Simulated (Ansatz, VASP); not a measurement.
**One calculation of B4N3, two programs**

```
CELL_PARAMETERS angstrom
3.65587 0.01572 -0.03270
0.01572 3.59477 -0.04062
-0.03270 -0.04062 3.52988
ATOMIC_POSITIONS crystal
B 0.72138 0.28282 0.71388
B 0.27381 0.70142 0.69295
B 0.79059 0.78289 0.24887
B 0.21166 0.23585 0.28034
N 0.50404 0.52277 0.02526
N 0.50213 0.99662 0.54288
N 0.99638 0.47765 0.49582
```

Change from the starting cell: cell x1, atoms moved at random (sigma 0.1 Å) and cell strained at random (1.5 %), then relaxed without symmetry.

Alike in both runs: task relaxation of cell and atoms; functional PBE; k mesh 6 × 6 × 6; occupations gaussian, width 0.2 eV; no spin polarisation.

|  | VASP | Ansatz |
| --- | --- | --- |
| version | VASP 6.6.1 | Ansatz 0.2.0 |
| potentials or method | VASP PAW PBE potentials, release 64 (B, N), cutoff 600 eV | scalar-relativistic, plane waves, PAW |
| valence electrons in the cell | 27 | 27 |

VASP gave:

```
gap on the k mesh at the Fermi level, each at its own relaxed structure (eV)  : none
relaxed volume (Å³/atom)                                                      : 6.70
relaxed length of the cell vector where the two differ most in proportion (Å) : 3.605
```

Question: Which values does Ansatz return?

Answer: gap on the k mesh at the Fermi level, each at its own relaxed structure (eV): none; relaxed volume (Å³/atom): 6.70; relaxed length of the cell vector where the two differ most in proportion (Å): 3.606.

A gap of «none» marks a metal or a gap that the smearing closes.
